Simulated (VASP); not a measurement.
Write the native input for VASP 6.6.1 that does the following.

```yaml
Task: single point
Functional: PBE
Potentials_or_basis: VASP PAW PBE potentials, release 64 (Mg, O)
Cutoff: 600 eV
k_mesh: 7 × 7 × 7
Occupations: fermi-dirac, width 0.1 eV
Spin: no spin polarisation
Dipole_correction: no
Further_INCAR_settings: ALGO = Normal; EDIFF = 1e-06; NBANDS = 11
```

The structure of MgO lies in POSCAR:

```
MgO
1.0
    0.0000000000      2.1980000000      2.1980000000
    2.1980000000      0.0000000000      2.1980000000
    2.1980000000      2.1980000000      0.0000000000
Mg O
1 1
Direct
    0.0000000000      0.0000000000      0.0000000000
    0.5000000000      0.5000000000      0.5000000000
```

One way to write it, as run:

INCAR

```
PREC = Accurate
ENCUT = 600
EDIFF = 1E-6
ISMEAR = -1
SIGMA = 0.1
LREAL = F
LASPH = T
NELM = 120
ALGO = Normal
ISIF = 2
LWAVE = F
LCHARG = F
GGA = PE
NBANDS = 11
GGA_COMPAT = F
```

KPOINTS

```
Automatic mesh
0
Gamma
  7 7 7
```

Potentials or basis: VASP PAW PBE potentials, release 64 (Mg, O).

The run is started by

```sh
$ cat potpaw_PBE.64/Mg/POTCAR potpaw_PBE.64/O/POTCAR > POTCAR
$ mpirun -np 1 vasp_std > vasp.out
```

Results of the run:

```yaml
Pressure: -13.0 GPa
Band_gap_on_the_k_mesh: 3.58 eV, direct
```

Wall time 16 s on 1 thread of Intel Xeon 8259CL, with other jobs on the host, peak memory 0.15 GiB.
